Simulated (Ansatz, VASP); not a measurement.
Ru in VASP and in Ansatz

Contents of INCAR:

```
PREC     = Accurate       # precision mode
ENCUT    = 520            # plane-wave cutoff, eV
EDIFF    = 1E-7           # SCF threshold, eV
ISMEAR   = 0              # smearing method
SIGMA    = 0.15           # smearing width, eV
LREAL    = False          # projectors in reciprocal space
LASPH    = True           # aspherical terms in the spheres
NELM     = 80             # most SCF steps
ALGO     = Fast           # electronic algorithm
ISIF     = 2              # what is computed and relaxed
LWAVE    = False          # write WAVECAR
LCHARG   = True           # write CHGCAR
GGA      = PS             # functional
LELF     = True           # ELF
LVHAR    = True         
NBANDS   = 21             # bands
```

File KPOINTS:

```
regular mesh
0
Gamma
  24 24 12
```

File POSCAR:

```
Ru
1.0
    2.4893353875      0.0000000000      0.0000000000
   -1.2446676937      2.1558276841      0.0000000000
    0.0000000000      0.0000000000      4.2819000000
Ru
2
Direct
    0.3333333333      0.6666666667      0.2500000000
    0.6666666667      0.3333333333      0.7500000000
```

Input for Ansatz:

```yaml
crystal:
  lattice:
    - [2.4893353875, 0.0, 0.0]
    - [-1.2446676937, 2.1558276841, 0.0]
    - [0.0, 0.0, 4.2819]
  atoms:
    - { symbol: Ru, position: [0.3333333333, 0.6666666667, 0.25] }
    - { symbol: Ru, position: [0.6666666667, 0.3333333333, 0.75] }
basis:
  ecutwfc: 420
kpoints:
  mp_grid: { grid: [24, 24, 12] }
hamiltonian:
  xc: pbesol
scf:
  occupations: { method: gaussian, width: 0.15 }
output:
  forces: true
  stress: true
  eigenvalues: true
```

Change from the starting cell: strain -0.080 along x and y, +0.000 along z, atoms carried along.

Alike in both runs: task single point; functional PBEsol; k mesh 24 × 24 × 12; occupations gaussian, width 0.15 eV; no spin polarisation.

```csv
,VASP,Ansatz
version,VASP 6.6.1,Ansatz 0.2.0
potentials or method,"VASP PAW PBE potentials, release 64 (Ru_pv), cutoff 520 eV","scalar-relativistic, plane waves, PAW"
valence electrons in the cell,28,32
```

|  | VASP | Ansatz | Ansatz less VASP |
| --- | --- | --- | --- |
| gap on the k mesh at the Fermi level (eV) | none | none | - |
| pressure (GPa) | 75.7 | 75.1 | -0.56 |
| traceless stress, the component that is largest in VASP (GPa) | -44.01 | -43.86 | +0.151 |

VASP's potentials were made for PBE, not for PBEsol. A gap of «none» marks a metal or a gap that the smearing closes. Both programs put the cell under a high pressure, so it lies far from rest at this level. The functional is the same, so the differences come from potentials, cutoffs and numerics. VASP's potentials hold 28 valence electrons a cell and Ansatz's 32, so a difference there can come from the potentials and not from the codes.

Noted on VASP's run: the cell as given lies far from equilibrium.
